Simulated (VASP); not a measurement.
Input of a VASP 6.6.1 run:

Contents of INCAR:

```
PREC = Accurate
ENCUT = 520
EDIFF = 1E-6
ISMEAR = -1
SIGMA = 0.3
LREAL = F
LASPH = T
NELM = 120
ALGO = Normal
ISIF = 2
LWAVE = F
LCHARG = T
LDIPOL = T
IDIPOL = 3
DIPOL = 0.5 0.5 0.500
GGA = PE
LELF = T
LVHAR = T
LVACPOTAV = T
NBANDS = 24
EFIELD = -0.1
GGA_COMPAT = F
NELMDL = -8
```

The input KPOINTS:

```
regular mesh
0
Gamma
  7 7 1
```

Contents of POSCAR:

```
TiC
1.0
    3.0537113452      0.0000000000      0.0000000000
    1.5268556726      2.6445916008      0.0000000000
    0.0000000000      0.0000000000     15.7400173088
Ti C
2 2
Direct
    0.0000000000      0.0000000000      0.3811939900
    0.3333333333      0.3333333333      0.5396020033
    0.6666666667      0.6666666667      0.4603979967
    0.0000000000      0.0000000000      0.6188060100
```

Potentials or basis: VASP PAW PBE potentials, release 64 (Ti_sv, C).

Launch:

```console
$ cat potpaw_PBE.64/Ti_sv/POTCAR potpaw_PBE.64/C/POTCAR > POTCAR
$ mpirun -np 1 vasp_std > vasp.out
```

(1) Estimate the largest force.

(2) Predict the band gap on the k mesh.

Results:

(1) 1.678 eV/Å.

(2) zero (band 16 reaches -0.39 eV, above the bottom of band 17 at -0.51 eV).
